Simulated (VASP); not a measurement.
# TiO2 (R-3m) in VASP: single point with PBEsol

Aim: the single point of TiO2 with PBEsol.

Program: VASP 6.6.1. These are calculated values, not measurements. Logs are shortened: lines on timing, memory, paths and dates and some standing lists are left out, and cuts for length are marked.

### Step 1. The cell of the first run

The structure is trigonal, space group R-3m (No. 166). Conventional cell: a = 2.995 Å, b = 2.995 Å, c = 20.945 Å, α = 90.00°, β = 90.00°, γ = 120.00°. Ti (site symmetry -3m) has 6 O at 1.98 Å within 2.6 Å. Within 2.6 Å of O (site symmetry 3m) lie 3 Ti at 1.98 Å and 3 O at 2.60 Å.

### Step 2. Single point, PBEsol

INCAR reads:

```
PREC = Accurate ; ENCUT = 600
EDIFF = 1E-6 ; ISMEAR = 0
SIGMA = 0.01 ; LREAL = F
LASPH = T ; NELM = 120
ALGO = Normal ; ISIF = 2
LWAVE = F ; LCHARG = F
GGA = PS ; NBANDS = 19
GGA_COMPAT = F
```

KPOINTS reads:

```
Automatic mesh
0
Gamma
  4 4 4
```

POSCAR reads:

```
TiO2
1.0
    1.4973310000      0.8644850000      6.9815440000
   -1.4973310000      0.8644850000      6.9815440000
    0.0000000000     -1.7289690000      6.9815440000
Ti O
1 2
Direct
    0.0000000000      0.0000000000      0.0000000000
    0.6204670000      0.6204670000      0.6204670000
    0.3795330000      0.3795330000      0.3795330000
```

Potentials or basis: VASP PAW PBE potentials, release 64 (Ti_sv, O).

Started as:

```
$ cat potpaw_PBE.64/Ti_sv/POTCAR potpaw_PBE.64/O/POTCAR > POTCAR
$ mpirun -np 1 vasp_std > vasp.out
```

OUTCAR:

```text
PREC = Accurate
   ENCUT = 600
   EDIFF = 1E-6
   ISMEAR = 0
   LREAL = F
   LASPH = T
   NELM = 120
   ISIF = 2
   GGA = PS

 ion  position               nearest neighbor table
   1  0.000  0.000  0.000-   2 1.98   2 1.98   3 1.98   3 1.98   2 1.98   3 1.98
   2  0.620  0.620  0.620-   1 1.98   1 1.98   1 1.98
   3  0.380  0.380  0.380-   1 1.98   1 1.98   1 1.98

  LATTYP: Found a trigonal (rhomboedric) cell.
 ALAT       =     7.1924468064
 COS(alpha) =     0.9133212835

  Lattice vectors:

 A1 = (   1.4973310000,   0.8644850000,   6.9815440000)
 A2 = (  -1.4973310000,   0.8644850000,   6.9815440000)
 A3 = (   0.0000000000,  -1.7289690000,   6.9815440000)

Analysis of symmetry for initial positions (statically):
=====================================================================
 Subroutine PRICEL returns:
 Original cell was already a primitive cell.

 Routine SETGRP: Setting up the symmetry group for a
 trigonal (rhombohedral) supercell.

 Subroutine GETGRP returns: Found 12 space group operations
 (whereof 12 operations were pure point group operations)
 out of a pool of 12 trial point group operations.

The static configuration has the point symmetry D_3d.

Analysis of symmetry for dynamics (positions and initial velocities):
=====================================================================
 Subroutine PRICEL returns:
 Original cell was already a primitive cell.

 Routine SETGRP: Setting up the symmetry group for a
 trigonal (rhombohedral) supercell.

 Subroutine GETGRP returns: Found 12 space group operations
 (whereof 12 operations were pure point group operations)
 out of a pool of 12 trial point group operations.

The dynamic configuration has the point symmetry D_3d.

 Subroutine INISYM returns: Found 12 space group operations
 (whereof 12 operations are pure point group operations),
 and found     1 'primitive' translations

----------------------------------------------------------------------------------------

                                     Primitive cell

  volume of cell :      54.2223

  direct lattice vectors                    reciprocal lattice vectors
     1.497331000  0.864485000  6.981544000     0.333927502  0.192793086  0.047744921
    -1.497331000  0.864485000  6.981544000    -0.333927502  0.192793086  0.047744921
     0.000000000 -1.728969000  6.981544000     0.000000000 -0.385586172  0.047744949

  length of vectors
     7.192446806  7.192446806  7.192446762     0.388530987  0.388530987  0.388530920

  position of ions in fractional coordinates (direct lattice)
     0.000000000  0.000000000  0.000000000
     0.620467000  0.620467000  0.620467000
     0.379533000  0.379533000  0.379533000

  ion indices of the primitive-cell ions
   primitive index   ion index
                 1           1
                 2           2
                 3           3

----------------------------------------------------------------------------------------

 KPOINTS: Automatic mesh

Automatic generation of k-mesh.
 Grid dimensions read from file:
 generate k-points for:    4    4    4

 Generating k-lattice:

  Cartesian coordinates                     Fractional coordinates (reciprocal lattice)
     0.083481875  0.048198271  0.011936230     0.250000000 -0.000000000  0.000000000
    -0.083481875  0.048198271  0.011936230    -0.000000000  0.250000000  0.000000000
     0.000000000 -0.096396543  0.011936237     0.000000000  0.000000000  0.250000000

  Length of vectors
     0.097132747  0.097132747  0.097132730

  Shift w.r.t. Gamma in fractional coordinates (k-lattice)
     0.000000000  0.000000000  0.000000000

 Subroutine IBZKPT returns following result:
 ===========================================

 Found     13 irreducible k-points:

 Following reciprocal coordinates:
            Coordinates               Weight
  0.000000  0.000000  0.000000      1.000000
  0.250000  0.000000 -0.000000      6.000000
  0.500000  0.000000 -0.000000      3.000000
  0.250000  0.250000 -0.000000      6.000000
  0.500000  0.250000 -0.000000     12.000000
 -0.250000  0.250000  0.000000      6.000000
  0.500000  0.500000 -0.000000      3.000000
  0.250000  0.250000  0.250000      2.000000
  0.500000  0.250000  0.250000      6.000000
 -0.250000  0.250000  0.250000      6.000000
  0.500000  0.500000  0.250000      6.000000
 -0.250000  0.500000  0.250000      6.000000
  0.500000  0.500000  0.500000      1.000000
   k-points           NKPTS =     13   k-points in BZ     NKDIM =     13   number of bands    NBANDS=     19
   number of dos      NEDOS =    301   number of ions     NIONS =      3
   total plane-waves  NPLWV = 216000
   dimension x,y,z NGX =    60 NGY =   60 NGZ =   60
   dimension x,y,z NGXF=   120 NGYF=  120 NGZF=  120
   ions per type =               1   2
   NGX,Y,Z   is equivalent  to a cutoff of  13.87, 13.87, 13.87 a.u.
   NGXF,Y,Z  is equivalent  to a cutoff of  27.74, 27.74, 27.74 a.u.
 SYSTEM =  unknown system
   PREC   = accura    normal or accurate (medium, high low for compatibility)
   ISTART =      0    job   : 0-new  1-cont  2-samecut
   ICHARG =      2    charge: 1-file 2-atom 10-const
   ISPIN  =      1    spin polarized calculation?
   LNONCOLLINEAR =      F non collinear calculations
   LSORBIT =      F    spin-orbit coupling
   LASPH  =      T    aspherical Exc in radial PAW
   ENCUT  =  600.0 eV  44.10 Ry    6.64 a.u.  14.37 14.37 14.37*2*pi/ulx,y,z
   NELM   =    120;   NELMIN=  2; NELMDL= -5     # of ELM steps
   EDIFF  = 0.1E-05   stopping-criterion for ELM
   LREAL  =      F    real-space projection
   EDIFFG = 0.1E-04   stopping-criterion for IOM
   NSW    =      0    number of steps for IOM
   IBRION =     -1    ionic relax: 0-MD 1-quasi-New 2-CG
   NFREE  =      0    steps in history (QN), initial steepest desc. (CG)
   ISIF   =      2    stress and relaxation
   ISYM   =      2    0-nonsym 1-usesym 2-fastsym
   POTIM  = 0.5000    time-step for ionic-motion
   TEBEG  =    0.0;   TEEND  =   0.0 temperature during run
   PSTRESS=    0.0 pullay stress
   NELECT =      24.0000    total number of electrons
   NUPDOWN=      -1.0000    fix difference up-down
   EMIN   =  10.00;   EMAX   =-10.00  energy-range for DOS
   EFERMI =   0.00;   METHOD = LEGACY
   ISMEAR =     0;   SIGMA  =   0.01  broadening in eV -4-tet -1-fermi 0-gaus
   EFERMI_NEDOS =   21; number of points for ismear=-14 and -15
   IALGO  =     38    algorithm
   IMIX   =      4    mixing-type and parameters
     AMIX     =   0.40;   BMIX     =  1.00
     AMIX_MAG =   1.60;   BMIX_MAG =  1.00
  volume/ion in A,a.u.               =      18.07       121.97
  Fermi-wavevector in a.u.,A,eV,Ry     =   1.247630  2.357680 21.178580  1.556582
  Thomas-Fermi vector in A             =   2.381754
   LORBIT       =      0    0 simple, 1 ext, 2 COOP (PROOUT), +10 PAW based schemes
   GGA     = PS    functional components
   LHFCALC =     F    Hartree Fock is set to
   AEXX    =    0.0000 exact exchange contribution
   IVDW    =     0    specifies the selected vdW correction
   LEPSILON=     F    determine dielectric tensor
   LRPA    =     F    only Hartree local field effects (RPA)
 non-spin polarized calculation
 Gauss-broadening in eV      SIGMA  =   0.01
  energy-cutoff  :      600.00
  volume of cell :       54.22
 maximum number of plane-waves:      1827
 NGX is ok and might be reduce to    60
   NGX = 29   NGY = 29   NGZ = 29

 number of electron      23.9999998 magnetization

 Free energy of the ion-electron system (eV)
  ---------------------------------------------------
  ext. energy  EPLUGINS =         0.00000000
  ---------------------------------------------------
  free energy    TOTEN  =       -27.60963660 eV

  energy without entropy =      -27.60963660  energy(sigma->0) =      -27.60963660

 E-fermi :  -1.1073     XC(G=0):  -7.7303

 val. band max:       -1.2048660709   @ k =   0.2500   0.0000  -0.0000
 cond. band min:       1.4500834736   @ k =   0.0000   0.0000   0.0000
 fundamental gap:      2.6549495446
 Fermi energy:        -1.1073211910

 k-point     1 :       0.0000    0.0000    0.0000
  band No.  band energies     occupation
      1     -57.3212      2.00000
      2     -33.6937      2.00000
      3     -33.4108      2.00000
      4     -33.4108      2.00000
      5     -18.4964      2.00000
      6     -16.7131      2.00000
[... 11 lines left out ...]
     18       5.9374      0.00000
     19       9.0763      0.00000

 k-point     2 :       0.2500    0.0000   -0.0000
  band No.  band energies     occupation
      1     -57.2858      2.00000
      2     -33.7095      2.00000
      3     -33.6271      2.00000
      4     -33.4671      2.00000
      5     -17.8348      2.00000
      6     -17.0241      2.00000
[... 11 lines left out ...]
     18       7.5653      0.00000
     19      10.6048      0.00000

 k-point     3 :       0.5000    0.0000   -0.0000
  band No.  band energies     occupation
      1     -57.2501      2.00000
      2     -33.9893      2.00000
      3     -33.5635      2.00000
      4     -33.5228      2.00000
      5     -17.5918      2.00000
      6     -16.8552      2.00000
[... 11 lines left out ...]
     18      10.6135      0.00000
     19      11.2163      0.00000

 k-point     4 :       0.2500    0.2500   -0.0000
  band No.  band energies     occupation
      1     -57.2858      2.00000
      2     -33.7095      2.00000
      3     -33.6271      2.00000
      4     -33.4671      2.00000
      5     -17.8348      2.00000
      6     -17.0241      2.00000
[... 165 lines left out ...]
     18       8.0818      0.00000
     19       9.4266      0.00000

 k-point    12 :      -0.2500    0.5000    0.2500
  band No.  band energies     occupation
      1     -57.2502      2.00000
      2     -33.8746      2.00000
      3     -33.6456      2.00000
      4     -33.5627      2.00000
      5     -17.2583      2.00000
      6     -17.1955      2.00000
[... 11 lines left out ...]
     18      10.1140      0.00000
     19      11.9846      0.00000

 k-point    13 :       0.5000    0.5000    0.5000
  band No.  band energies     occupation
      1     -57.3212      2.00000
      2     -33.6937      2.00000
      3     -33.4108      2.00000
      4     -33.4108      2.00000
      5     -18.4958      2.00000
      6     -16.7139      2.00000
[... 11 lines left out ...]
     18       6.7340      0.00000
     19       7.5074      0.00000

------------------------ aborting loop because EDIFF is reached ----------------------------------------

  FORCE on cell =-STRESS in cart. coord.  units (eV):
  Direction    XX          YY          ZZ          XY          YZ          ZX
  --------------------------------------------------------------------------------------
  -------------------------------------------------------------------------------------
  Total       -1.5394581     -1.5394589     -0.8539115      0.0000000     -0.0000000      0.0000000
  in kB      -45.4883961    -45.4884183    -25.2316483      0.0000000     -0.0000012      0.0000000
  external PRESSURE =     -38.7361543 kB  Pullay stress =       0.0000000 kB

 VOLUME and BASIS-vectors are now :
 -----------------------------------------------------------------------------
  energy-cutoff  :      600.00
  volume of cell :       54.22
      direct lattice vectors                 reciprocal lattice vectors
     1.497331000  0.864485000  6.981544000     0.333927502  0.192793086  0.047744921
    -1.497331000  0.864485000  6.981544000    -0.333927502  0.192793086  0.047744921
     0.000000000 -1.728969000  6.981544000     0.000000000 -0.385586172  0.047744949

 POSITION                                       TOTAL-FORCE (eV/Angst)
 -----------------------------------------------------------------------------------
      0.00000      0.00000      0.00000         0.000000     -0.000000      0.000000
      0.00000      0.00000     12.99545        -0.000000      0.000000      0.401554
      0.00000      0.00000      7.94918        -0.000000     -0.000000     -0.401554
 -----------------------------------------------------------------------------------
    total drift:                                0.000000     -0.000000      0.000000

  FREE ENERGIE OF THE ION-ELECTRON SYSTEM (eV)
  ---------------------------------------------------
  free  energy   TOTEN  =       -27.6096365970 eV

  energy  without entropy=      -27.6096365970  energy(sigma->0) =      -27.60963660
```

It took 59 s on 1 thread of Intel Xeon Platinum 8488C (Sapphire Rapids), shared host; peak memory 0.46 GiB.

What came out:

- Free energy: -27.6096 eV
- Pressure: -3.9 GPa
- Largest force: 0.402 eV/Å
- Band gap on the k mesh: 2.65 eV, indirect (least direct gap 2.80 eV)

Forces on the atoms (eV/Å):
```
Ti   0.000  0.000  0.000
O    0.000  0.000  0.402
O    0.000  0.000 -0.402
```

Stress tensor (GPa, compression positive):
```
-4.55  0.00  0.00
 0.00 -4.55  0.00
 0.00  0.00 -2.52
```

Levels at points of the mesh, in eV from the valence-band top:
| k point | band 9 | band 10 | band 11 | band 12 | band 13 | band 14 | band 15 | band 16 |
| --- | --- | --- | --- | --- | --- | --- | --- | --- |
| (0.00, 0.00, 0.00) | -3.60 | -0.59 | -0.15 | -0.15 | 2.66 | 2.66 | 4.37 | 6.87 |
| (0.50, 0.00, 0.00) | -2.54 | -1.66 | -1.18 | -0.62 | 2.91 | 3.70 | 3.77 | 6.31 |
| (0.50, 0.50, 0.00) | -2.54 | -1.66 | -1.18 | -0.61 | 2.91 | 3.70 | 3.77 | 6.30 |
| (0.50, 0.50, 0.50) | -3.60 | -0.65 | -0.15 | -0.15 | 2.66 | 2.66 | 4.38 | 6.87 |

Caveat: the k points lie up to 0.61 Å⁻¹ apart; the PAW data sets were made with another functional, which shifts forces and pressure a little. A k mesh can miss the band edges.
